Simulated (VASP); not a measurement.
**CdBiO4: single point with PBE**

The system is CdBiO4.

```
CELL_PARAMETERS angstrom
0.00000 3.35747 3.35747
3.35747 0.00000 3.35747
3.35747 3.35747 0.00000
ATOMIC_POSITIONS crystal
Cd 0.75000 0.75000 0.75000
Bi 0.00000 0.00000 0.00000
O 0.37602 0.87194 0.37602
O 0.37602 0.37602 0.87194
O 0.87194 0.37602 0.37602
O 0.37602 0.37602 0.37602
```

The cell was generated, and may not be a known phase.

```
Program             : VASP 6.6.1
Task                : single point
Functional          : PBE
Potentials or basis : VASP PAW PBE potentials, release 64 (Cd, Bi_d, O)
Cutoff              : 520 eV
k mesh              : 10 × 10 × 10
Occupations         : gaussian, width 0.1 eV
Spin                : no spin polarisation
```

The pressure is 0.2 GPa and the largest force is 0.008 eV/Å. The band gap on the k mesh is zero (an odd number of electrons rules out a gap without spin polarisation).

Forces on the atoms (eV/Å):
```
Cd   0.000  0.000  0.000
Bi   0.000  0.000  0.000
O   -0.005  0.005 -0.005
O   -0.005 -0.005  0.005
O    0.005 -0.005 -0.005
O    0.005  0.005  0.005
```

Levels at points of the mesh, in eV from the Fermi level:
| k point | band 21 | band 22 | band 23 | band 24 | band 25 | band 26 | band 27 | band 28 | band 29 | band 30 |
| --- | --- | --- | --- | --- | --- | --- | --- | --- | --- | --- |
| (0.00, 0.00, 0.00) | -2.87 | -0.17 | -0.17 | -0.17 | 0.48 | 0.48 | 0.48 | 1.17 | 1.17 | 1.17 |
| (0.50, 0.00, 0.00) | -2.46 | -1.77 | -1.77 | -1.61 | -0.18 | -0.14 | 0.54 | 0.54 | 2.84 | 2.84 |
| (0.50, 0.50, 0.00) | -1.86 | -1.68 | -1.68 | -1.57 | -1.56 | 0.43 | 0.43 | 0.98 | 2.79 | 2.79 |

Wall time 62 s on 1 thread of Intel(R) Xeon(R) 6975P-C (Granite Rapids), on a shared host, peak memory 0.27 GiB.

Caveat: spin-orbit coupling is left out, which moves the levels of the heavy elements; an odd number of electrons without spin polarisation forces a metal; a magnetic or distorted state may lie lower.
